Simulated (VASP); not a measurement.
# Sb: single point with PBE+D3(BJ)

System: Sb, a slab with vacuum.

```
CELL_PARAMETERS angstrom
7.14179 0.00000 0.00000
-3.57090 6.18497 0.00000
0.00000 0.00000 21.25000
ATOMIC_POSITIONS crystal
Sb 0.66667 0.66667 0.56996
Sb 0.33349 0.99330 0.57043
Sb 0.00502 0.33798 0.57022
Sb 0.33584 0.33034 0.64620
Sb 0.99778 0.66523 0.64767
Sb 0.67153 0.00239 0.64664
```

| Quantity | Value |
| --- | --- |
| Program | VASP 6.6.1 |
| Task | single point |
| Functional | PBE |
| Dispersion | D3(BJ) |
| Potentials or basis | VASP PAW PBE potentials, release 64 (Sb) |
| Cutoff | 400 eV |
| k mesh | 6 × 6 × 1 |
| Occupations | gaussian, width 0.04 eV |
| Spin | no spin polarisation |

```
Largest force              : 0.138 eV/Å
Band gap on the k mesh     : 1.31 eV
Dispersion energy per atom : -0.230 eV
```

Forces on the atoms (eV/Å):
```
Sb   0.069  0.008 -0.093
Sb  -0.045  0.072 -0.109
Sb  -0.024 -0.080 -0.104
Sb  -0.027  0.014  0.114
Sb   0.024  0.017  0.087
Sb   0.002 -0.031  0.104
```

Levels at points of the mesh, in eV from the valence-band top:
| k point | band 11 | band 12 | band 13 | band 14 | band 15 | band 16 | band 17 | band 18 | band 19 | band 20 |
| --- | --- | --- | --- | --- | --- | --- | --- | --- | --- | --- |
| (0.00, 0.00, 0.00) | -1.72 | -1.70 | -0.51 | 0.00 | 0.00 | 1.55 | 1.59 | 1.60 | 2.82 | 2.82 |
| (0.50, 0.00, 0.00) | -1.81 | -1.54 | -1.38 | -0.46 | -0.42 | 1.65 | 2.24 | 2.25 | 2.54 | 2.77 |
| (0.00, 0.50, 0.00) | -1.81 | -1.54 | -1.39 | -0.46 | -0.42 | 1.65 | 2.23 | 2.26 | 2.54 | 2.78 |
| (0.50, 0.50, 0.00) | -1.81 | -1.54 | -1.39 | -0.45 | -0.43 | 1.65 | 2.24 | 2.25 | 2.54 | 2.78 |

Run time: 12 min on 1 thread of Oxide Virtual Turin-like Processor, with other jobs on the host, peak memory 0.69 GiB.

Caveat: spin-orbit coupling is left out, which moves the levels of the heavy elements.
